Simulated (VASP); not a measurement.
# Ta (P6_3/mmc) in VASP: settings compared

The runs below take Ta through single point, with RPBE+D3(BJ), PBEsol.

Program: VASP 6.6.1. These are calculated values, not measurements. Logs are shortened: lines on timing, memory, paths and dates and some standing lists are left out, and cuts for length are marked.

## (1) The cell of the first run

Symmetry: P6_3/mmc, No. 194, hexagonal system. Conventional cell: a = 2.939 Å, b = 2.939 Å, c = 5.234 Å, α = 90.00°, β = 90.00°, γ = 120.00°. Within 3.9 Å of Ta (site symmetry -6m2) lie 12 Ta at 2.94 to 3.12 Å.

## (2) Single point, RPBE+D3(BJ) (volume scaled by 1.04)

Input file INCAR:

```
  PREC = Accurate
  ENCUT = 520
  EDIFF = 1E-6
  ISMEAR = 1
  SIGMA = 0.2
  LREAL = F
  LASPH = T
  NELM = 60
  ALGO = Normal
  ISIF = 2
  LWAVE = F
  LCHARG = F
  GGA = RP
  IVDW = 12
  NBANDS = 18
```

Input file KPOINTS:

```
regular mesh
0
Gamma
  11 11 5
```

Input file POSCAR:

```
Ta
1.0
    2.9385392399      0.0000000000      0.0000000000
   -1.4692696200      2.5448496318      0.0000000000
    0.0000000000      0.0000000000      5.2342590858
Ta
2
Direct
    0.3333333333      0.6666666667      0.2500000000
    0.6666666667      0.3333333333      0.7500000000
```

Potentials or basis: VASP PAW PBE potentials, release 64 (Ta_pv).

The run is started by

```console
$ cat potpaw_PBE.64/Ta_pv/POTCAR > POTCAR
$ mpirun -np 1 vasp_std > vasp.out
```

OUTCAR:

```text
PREC = Accurate
   ENCUT = 520
   EDIFF = 1E-6
   ISMEAR = 1
   LREAL = F
   LASPH = T
   NELM = 60
   ISIF = 2
   GGA = RP
   IVDW = 12
 IVDW          = 12

 ion  position               nearest neighbor table
   1  0.333  0.667  0.250-   2 3.12   2 3.12   2 3.12   2 3.12   2 3.12   2 3.12
   2  0.667  0.333  0.750-   1 3.12   1 3.12   1 3.12   1 3.12   1 3.12   1 3.12

  LATTYP: Found a hexagonal cell.
 ALAT       =     2.9385392399
 C/A-ratio  =     1.7812452578

  Lattice vectors:

 A1 = (   2.9385392399,   0.0000000000,   0.0000000000)
 A2 = (  -1.4692696200,   2.5448496318,   0.0000000000)
 A3 = (   0.0000000000,   0.0000000000,   5.2342590858)

Analysis of symmetry for initial positions (statically):
=====================================================================
 Subroutine PRICEL returns:
 Original cell was already a primitive cell.

 Routine SETGRP: Setting up the symmetry group for a
 hexagonal supercell.

 Subroutine GETGRP returns: Found 24 space group operations
 (whereof 12 operations were pure point group operations)
 out of a pool of 24 trial point group operations.

The static configuration has the point symmetry D_3d.
 The point group associated with its full space group is D_6h.

Analysis of symmetry for dynamics (positions and initial velocities):
=====================================================================
 Subroutine PRICEL returns:
 Original cell was already a primitive cell.

 Routine SETGRP: Setting up the symmetry group for a
 hexagonal supercell.

 Subroutine GETGRP returns: Found 24 space group operations
 (whereof 12 operations were pure point group operations)
 out of a pool of 24 trial point group operations.

The dynamic configuration has the point symmetry D_3d.
 The point group associated with its full space group is D_6h.

 Subroutine INISYM returns: Found 24 space group operations
 (whereof 12 operations are pure point group operations),
 and found     1 'primitive' translations

----------------------------------------------------------------------------------------

                                     Primitive cell

  volume of cell :      39.1425

  direct lattice vectors                    reciprocal lattice vectors
     2.938539240  0.000000000  0.000000000     0.340305137  0.196475263  0.000000000
    -1.469269620  2.544849632  0.000000000     0.000000000  0.392950525  0.000000000
     0.000000000  0.000000000  5.234259086     0.000000000  0.000000000  0.191049007

  length of vectors
     2.938539240  2.938539240  5.234259086     0.392950525  0.392950525  0.191049007

  position of ions in fractional coordinates (direct lattice)
     0.333333333  0.666666667  0.250000000
     0.666666667  0.333333333  0.750000000

  ion indices of the primitive-cell ions
   primitive index   ion index
                 1           1
                 2           2

----------------------------------------------------------------------------------------

 KPOINTS: regular mesh

Automatic generation of k-mesh.
 Grid dimensions read from file:
 generate k-points for:   11   11    5

 Generating k-lattice:

  Cartesian coordinates                     Fractional coordinates (reciprocal lattice)
     0.030936831  0.017861388  0.000000000     0.090909091  0.000000000  0.000000000
     0.000000000  0.035722775  0.000000000     0.000000000  0.090909091  0.000000000
     0.000000000  0.000000000  0.038209801     0.000000000  0.000000000  0.200000000

  Length of vectors
     0.035722775  0.035722775  0.038209801

  Shift w.r.t. Gamma in fractional coordinates (k-lattice)
     0.000000000  0.000000000  0.000000000

 Subroutine IBZKPT returns following result:
 ===========================================

 Found     48 irreducible k-points:

 Following reciprocal coordinates:
            Coordinates               Weight
  0.000000  0.000000  0.000000      1.000000
  0.090909  0.000000  0.000000      6.000000
  0.181818  0.000000  0.000000      6.000000
  0.272727 -0.000000  0.000000      6.000000
  0.363636  0.000000  0.000000      6.000000
  0.454545  0.000000  0.000000      6.000000
[... 16 lines left out ...]
  0.090909  0.090909  0.200000     12.000000
  0.181818  0.090909  0.200000     24.000000
 [... further k-points ...]
   k-points           NKPTS =     48   k-points in BZ     NKDIM =     48   number of bands    NBANDS=     18
   number of dos      NEDOS =    301   number of ions     NIONS =      2
   total plane-waves  NPLWV =  23040
   dimension x,y,z NGX =    24 NGY =   24 NGZ =   40
   dimension x,y,z NGXF=    48 NGYF=   48 NGZF=   80
   ions per type =               2
   NGX,Y,Z   is equivalent  to a cutoff of  13.58, 13.58, 12.70 a.u.
   NGXF,Y,Z  is equivalent  to a cutoff of  27.16, 27.16, 25.41 a.u.
 SYSTEM =  unknown system
   PREC   = accura    normal or accurate (medium, high low for compatibility)
   ISTART =      0    job   : 0-new  1-cont  2-samecut
   ICHARG =      2    charge: 1-file 2-atom 10-const
   ISPIN  =      1    spin polarized calculation?
   LNONCOLLINEAR =      F non collinear calculations
   LSORBIT =      F    spin-orbit coupling
   LASPH  =      T    aspherical Exc in radial PAW
   ENCUT  =  520.0 eV  38.22 Ry    6.18 a.u.   5.46  5.46  9.73*2*pi/ulx,y,z
   NELM   =     60;   NELMIN=  2; NELMDL= -5     # of ELM steps
   EDIFF  = 0.1E-05   stopping-criterion for ELM
   LREAL  =      F    real-space projection
   EDIFFG = 0.1E-04   stopping-criterion for IOM
   NSW    =      0    number of steps for IOM
   IBRION =     -1    ionic relax: 0-MD 1-quasi-New 2-CG
   NFREE  =      0    steps in history (QN), initial steepest desc. (CG)
   ISIF   =      2    stress and relaxation
   ISYM   =      2    0-nonsym 1-usesym 2-fastsym
   POTIM  = 0.5000    time-step for ionic-motion
   TEBEG  =    0.0;   TEEND  =   0.0 temperature during run
   PSTRESS=    0.0 pullay stress
   NELECT =      22.0000    total number of electrons
   NUPDOWN=      -1.0000    fix difference up-down
   EMIN   =  10.00;   EMAX   =-10.00  energy-range for DOS
   EFERMI =   0.00;   METHOD = LEGACY
   ISMEAR =     1;   SIGMA  =   0.20  broadening in eV -4-tet -1-fermi 0-gaus
   EFERMI_NEDOS =   21; number of points for ismear=-14 and -15
   IALGO  =     38    algorithm
   IMIX   =      4    mixing-type and parameters
     AMIX     =   0.40;   BMIX     =  1.00
     AMIX_MAG =   1.60;   BMIX_MAG =  1.00
  volume/ion in A,a.u.               =      19.57       132.07
  Fermi-wavevector in a.u.,A,eV,Ry     =   1.351033  2.553083 24.834598  1.825291
  Thomas-Fermi vector in A             =   2.478489
   LORBIT       =      0    0 simple, 1 ext, 2 COOP (PROOUT), +10 PAW based schemes
   GGA     = RP    functional components
   LHFCALC =     F    Hartree Fock is set to
   AEXX    =    0.0000 exact exchange contribution
   IVDW    =    12    specifies the selected vdW correction
   LEPSILON=     F    determine dielectric tensor
   LRPA    =     F    only Hartree local field effects (RPA)
 non-spin polarized calculation
 Methfessel and Paxton  Order N= 1 SIGMA  =   0.20
  energy-cutoff  :      520.00
  volume of cell :       39.14
 maximum number of plane-waves:      1087
 NGX is ok and might be reduce to    24
   NGX = 11   NGY = 11   NGZ = 19

 number of electron      22.0000002 magnetization

 Free energy of the ion-electron system (eV)
  ---------------------------------------------------
  ext. energy  EPLUGINS =         0.00000000
  ---------------------------------------------------
  free energy    TOTEN  =       -22.07980439 eV

  energy without entropy =      -22.08296792  energy(sigma->0) =      -22.08085890

 E-fermi :   5.3564     XC(G=0): -12.1284

 val. band max:        5.3541984779   @ k =   0.2727   0.2727   0.0000
 cond. band min:       5.3676444104   @ k =   0.2727   0.0909   0.4000
 fundamental gap:      0.0134459326
 Fermi energy:         5.3564296580

 k-point     1 :       0.0000    0.0000    0.0000
  band No.  band energies     occupation
      1     -29.2741      2.00000
      2     -28.5747      2.00000
      3     -28.4570      2.00000
      4     -28.4570      2.00000
      5     -28.3858      2.00000
      6     -28.3858      2.00000
[... 10 lines left out ...]
     17      10.2551      0.00000
     18      10.2551      0.00000

 k-point     2 :       0.0909    0.0000    0.0000
  band No.  band energies     occupation
      1     -29.2515      2.00000
      2     -28.5774      2.00000
      3     -28.5302      2.00000
      4     -28.4769      2.00000
      5     -28.4605      2.00000
      6     -28.3995      2.00000
[... 10 lines left out ...]
     17      10.3676      0.00000
     18      10.8475      0.00000

 k-point     3 :       0.1818    0.0000    0.0000
  band No.  band energies     occupation
      1     -29.1882      2.00000
      2     -28.7245      2.00000
      3     -28.6549      2.00000
      4     -28.5870      2.00000
      5     -28.5289      2.00000
      6     -28.4371      2.00000
[... 10 lines left out ...]
     17      10.5414      0.00000
     18      12.0685      0.00000

 k-point     4 :       0.2727   -0.0000    0.0000
  band No.  band energies     occupation
      1     -29.0967      2.00000
      2     -28.9746      2.00000
      3     -28.8981      2.00000
      4     -28.6077      2.00000
      5     -28.5948      2.00000
      6     -28.4873      2.00000
[... 10 lines left out ...]
     17      10.6284      0.00000
     18      12.8929      0.00000

 k-point     5 :       0.3636    0.0000    0.0000
  band No.  band energies     occupation
      1     -29.1992      2.00000
      2     -29.1120      2.00000
      3     -28.9971      2.00000
      4     -28.6537      2.00000
      5     -28.6419      2.00000
      6     -28.5339      2.00000
[... 10 lines left out ...]
     17      10.6364      0.00000
     18      12.6779      0.00000

 k-point     6 :       0.4545    0.0000    0.0000
  band No.  band energies     occupation
      1     -29.3301      2.00000
      2     -29.2355      2.00000
      3     -28.9211      2.00000
      4     -28.6881      2.00000
      5     -28.6788      2.00000
      6     -28.5617      2.00000
[... 10 lines left out ...]
     17      11.4995      0.00000
     18      12.7106      0.00000

 k-point     7 :       0.0909    0.0909    0.0000
  band No.  band energies     occupation
      1     -29.2085      2.00000
      2     -28.6519      2.00000
      3     -28.6071      2.00000
      4     -28.5835      2.00000
      5     -28.5034      2.00000
      6     -28.4346      2.00000
[... 10 lines left out ...]
     17      10.3900      0.00000
     18      11.7942      0.00000

 k-point     8 :       0.1818    0.0909    0.0000
  band No.  band energies     occupation
      1     -29.1309      2.00000
      2     -28.8599      2.00000
      3     -28.8136      2.00000
      4     -28.5989      2.00000
      5     -28.5754      2.00000
      6     -28.4917      2.00000
[... 10 lines left out ...]
     17      10.3886      0.00000
     18      13.0934      0.00000
[... 229 lines left out ...]
     17      10.3393      0.00000
     18      11.1651      0.00000

 k-point    20 :       0.2727   -0.0000    0.2000
  band No.  band energies     occupation
      1     -29.0960      2.00000
      2     -28.9470      2.00000
      3     -28.9031      2.00000
      4     -28.6322      2.00000
      5     -28.5846      2.00000
      6     -28.4977      2.00000
[... 10 lines left out ...]
     17      10.3770      0.00000
     18      11.6639      0.00000

 k-point    21 :       0.3636    0.0000    0.2000
  band No.  band energies     occupation
      1     -29.2209      2.00000
      2     -29.1419      2.00000
      3     -28.9293      2.00000
      4     -28.6571      2.00000
      5     -28.6424      2.00000
      6     -28.5455      2.00000
[... 10 lines left out ...]
     17      10.6725      0.00000
     18      11.8713      0.00000

 k-point    22 :       0.4545    0.0000    0.2000
  band No.  band energies     occupation
      1     -29.3420      2.00000
      2     -29.2622      2.00000
      3     -28.8756      2.00000
      4     -28.6834      2.00000
      5     -28.6762      2.00000
      6     -28.5739      2.00000
[... 10 lines left out ...]
     17      11.5339      0.00000
     18      11.8487      0.00000

 k-point    23 :       0.0909    0.0909    0.2000
  band No.  band energies     occupation
      1     -29.1563      2.00000
      2     -28.6818      2.00000
      3     -28.6412      2.00000
      4     -28.5752      2.00000
      5     -28.4967      2.00000
      6     -28.4425      2.00000
[... 10 lines left out ...]
     17      10.2257      0.00000
     18      11.0744      0.00000

 k-point    24 :       0.1818    0.0909    0.2000
  band No.  band energies     occupation
      1     -29.1017      2.00000
      2     -28.8539      2.00000
      3     -28.8232      2.00000
      4     -28.6309      2.00000
      5     -28.5629      2.00000
      6     -28.5002      2.00000
[... 10 lines left out ...]
     17      10.1636      0.00000
     18      11.6968      0.00000

 [... further k-points ...]

------------------------ aborting loop because EDIFF is reached ----------------------------------------

 Edisp (eV)   -8.80523

 E8    (eV) :    -6.5995

  FORCE on cell =-STRESS in cart. coord.  units (eV):
  Direction    XX          YY          ZZ          XY          YZ          ZX
  --------------------------------------------------------------------------------------
  -------------------------------------------------------------------------------------
  Total     -10.31822   -10.31822   -11.00044     0.00000     0.00000     0.00000
  in kB    -422.34436  -422.34436  -450.26885     0.00000     0.00000     0.00000
  external pressure =     -431.65 kB  Pullay stress =        0.00 kB

 VOLUME and BASIS-vectors are now :
 -----------------------------------------------------------------------------
  energy-cutoff  :      520.00
  volume of cell :       39.14
      direct lattice vectors                 reciprocal lattice vectors
     2.938539240  0.000000000  0.000000000     0.340305137  0.196475263  0.000000000
    -1.469269620  2.544849632  0.000000000     0.000000000  0.392950525  0.000000000
     0.000000000  0.000000000  5.234259086     0.000000000  0.000000000  0.191049007

 POSITION                                       TOTAL-FORCE (eV/Angst)
 -----------------------------------------------------------------------------------
     -0.00000      1.69657      1.30856        -0.000000     -0.000000      0.000000
      1.46927      0.84828      3.92569         0.000000      0.000000      0.000000
 -----------------------------------------------------------------------------------
    total drift:                               -0.000000      0.000000     -0.000000

  FREE ENERGIE OF THE ION-ELECTRON SYSTEM (eV)
  ---------------------------------------------------
  free  energy   TOTEN  =       -30.8850348521 eV

  energy  without entropy=      -30.8881983808  energy(sigma->0) =      -30.88608936
```

Wall time 48 s (1 thread of AMD EPYC 7R13, shared host); peak memory 0.15 GiB.

Results:

```yaml
Free_energy: -30.8850 eV
Pressure: -43.2 GPa
Band_gap_on_the_k_mesh: zero (band 11 reaches 6.15 eV, above the bottom of band 12 at 4.79 eV)
Dispersion_energy_per_atom: -4.403 eV
```

Stress tensor (GPa, compression positive):
```
-42.23   0.00   0.00
  0.00 -42.23   0.00
  0.00   0.00 -45.03
```

Levels at points of the mesh, in eV from the Fermi level:
```
           k point  band 7  band 8  band 9  band 10  band 11  band 12  band 13  band 14  band 15  band 16
(0.00, 0.00, 0.00)   -8.02   -4.77   -0.51    -0.27     0.61     0.61     1.14     1.14     2.87     2.87
```

Caveat: the PAW data sets were made with another functional, which shifts forces and pressure a little; spin-orbit coupling is left out, which moves the levels of the heavy elements; pairwise dispersion overbinds metals, which lowers pressure and volume.

[end of part 1 of 2]
